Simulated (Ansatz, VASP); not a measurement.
# One calculation of BiTe, two programs

```
Bi Te
1.0
     0.01199    3.19715    3.19715
     3.19715    0.01199    3.19715
     3.20914    3.20914    0.00000
Bi Te
1 1
Direct
  0.00000 0.00000 0.00000
  0.50000 0.50000 0.50000
```

Change from the starting cell: strain +0.0075 x Voigt [0, 0, 0, 0, 0, 1], atoms carried along.

Alike in both runs: task single point; functional PBEsol; k mesh 16 × 16 × 16; occupations gaussian, width 0.15 eV; no spin polarisation.

```csv
,VASP,Ansatz
version,VASP 6.6.1,Ansatz 0.2.0
potentials or method,"VASP PAW PBE potentials, release 64 (Bi_d, Te), cutoff 520 eV","scalar-relativistic, plane waves, PAW"
valence electrons in the cell,21,31
```

|  | VASP | Ansatz | Ansatz less VASP |
| --- | --- | --- | --- |
| gap on the k mesh at the Fermi level (eV) | none | none | - |
| pressure (GPa) | 0.0 | 0.1 | +0.02 |

VASP's potentials were made for PBE, not for PBEsol. A gap of «none» marks a metal or a gap that the smearing closes. With one functional, cell and mesh, what is left measures potentials, basis and numerics. VASP's potentials hold 21 valence electrons a cell and Ansatz's 31, so a difference there can come from the potentials and not from the codes.

Spin-orbit coupling is off throughout.
